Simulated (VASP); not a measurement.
Input of a VASP 6.6.1 run:

File POSCAR:

```
C
1.0
    2.5629639613      0.0000000000      0.0000000000
   -1.2814819806      2.2195918995      0.0000000000
    0.0000000000      0.0000000000     16.8259760816
C
16
Direct
    0.0000000000      0.0000000000      0.0467028470
    0.0000000000      0.0000000000      0.5467028470
    0.0000000000      0.0000000000      0.4532971530
    0.0000000000      0.0000000000      0.9532971530
    0.3333333333      0.6666666667      0.0778615095
    0.6666666667      0.3333333333      0.5778615095
    0.3333333333      0.6666666667      0.4221384905
    0.6666666667      0.3333333333      0.9221384905
    0.3333333333      0.6666666667      0.1712029670
    0.6666666667      0.3333333333      0.6712029670
    0.3333333333      0.6666666667      0.3287970330
    0.6666666667      0.3333333333      0.8287970330
    0.3333333333      0.6666666667      0.7974589083
    0.6666666667      0.3333333333      0.2974589083
    0.3333333333      0.6666666667      0.7025410917
    0.6666666667      0.3333333333      0.2025410917
```

INCAR.step1

```
PREC     = Accurate       # precision mode
ENCUT    = 600            # plane-wave cutoff, eV
ISMEAR   = 0              # smearing method
SIGMA    = 0.02           # smearing width, eV
LREAL    = Auto         
LASPH    = True           # aspherical terms in the spheres
NELM     = 100            # most SCF steps
GGA      = PE             # functional
ALGO     = Normal         # electronic algorithm
EDIFF    = 1E-4           # SCF threshold, eV
LWAVE    = True           # write WAVECAR
LCHARG   = False          # write CHGCAR
```

INCAR.step2

```
PREC     = Accurate       # precision mode
ENCUT    = 600            # plane-wave cutoff, eV
EDIFF    = 1E-7           # SCF threshold, eV
ISMEAR   = 0              # smearing method
SIGMA    = 0.02           # smearing width, eV
LREAL    = Auto         
LASPH    = True           # aspherical terms in the spheres
NELM     = 100            # most SCF steps
ALGO     = Normal         # electronic algorithm
ISIF     = 4              # what is computed and relaxed
LWAVE    = False          # write WAVECAR
LCHARG   = False          # write CHGCAR
METAGGA  = R2SCAN         # meta-GGA
LMIXTAU  = True         
IBRION   = 2              # ionic algorithm
NSW      = 50             # ionic steps
EDIFFG   = -0.01          # ionic threshold
ISTART   = 1
```

The input KPOINTS:

```
regular mesh
0
Gamma
  12 12 2
```

Potentials or basis: VASP PAW PBE potentials, release 64 (C).

Run with:

```console
$ cat potpaw_PBE.64/C/POTCAR > POTCAR
$ cp INCAR.step1 INCAR
$ mpirun -np 1 vasp_std > vasp.out
$ cp INCAR.step2 INCAR
$ mpirun -np 1 vasp_std > vasp.out
```

Q: What does it give for the band gap on the k mesh?

A: 4.47 eV (least direct gap 5.55 eV).

Final structure:
```
C
1.0
     2.56297    0.00000    0.00000
    -1.28149    2.21960    0.00000
     0.00000    0.00000   16.82589
C
16
Cartesian
  0.0000 0.0000 0.7859
  0.0000 0.0000 9.1988
  0.0000 0.0000 7.6271
  0.0000 0.0000 16.0400
  0.0000 1.4797 1.3101
  1.2815 0.7399 9.7230
  0.0000 1.4797 7.1029
  1.2815 0.7399 15.5158
  0.0000 1.4797 2.8808
  1.2815 0.7399 11.2937
  0.0000 1.4797 5.5322
  1.2815 0.7399 13.9451
  0.0000 1.4797 13.4182
  1.2815 0.7399 5.0053
  0.0000 1.4797 11.8206
  1.2815 0.7399 3.4076
```

 A k mesh can miss the band edges.
